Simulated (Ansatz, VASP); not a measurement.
## CaO: VASP beside Ansatz

```
Ca O
1.0
     0.00000    2.41227    2.52247
     2.41227    0.00000    2.52247
     2.41227    2.41227    0.00000
Ca O
1 1
Direct
  0.00000 0.00000 0.00000
  0.50000 0.50000 0.50000
```

Change from the starting cell: strain -0.015 along x and y, +0.030 along z, atoms carried along.

Alike in both runs: task single point; functional PBE; k mesh 8 × 8 × 8; occupations gaussian, width 0.05 eV; no spin polarisation.

|  | VASP | Ansatz |
| --- | --- | --- |
| version | VASP 6.6.1 | Ansatz 0.2.0 |
| potentials or method | VASP PAW PBE potentials, release 64 (Ca_sv, O), cutoff 520 eV | scalar-relativistic, plane waves, PAW |
| valence electrons in the cell | 16 | 16 |

Ansatz gave:

```
gap on the k mesh at the Fermi level (eV)                     : 3.60
least direct gap on the mesh (eV)                             : 4.02
pressure (GPa)                                                : -3.5
traceless stress, the component that is largest in VASP (GPa) : -3.07
```

Estimate VASP's values.

gap on the k mesh at the Fermi level (eV): 3.58; least direct gap on the mesh (eV): 4.00; pressure (GPa): -3.1; traceless stress, the component that is largest in VASP (GPa): -3.24.
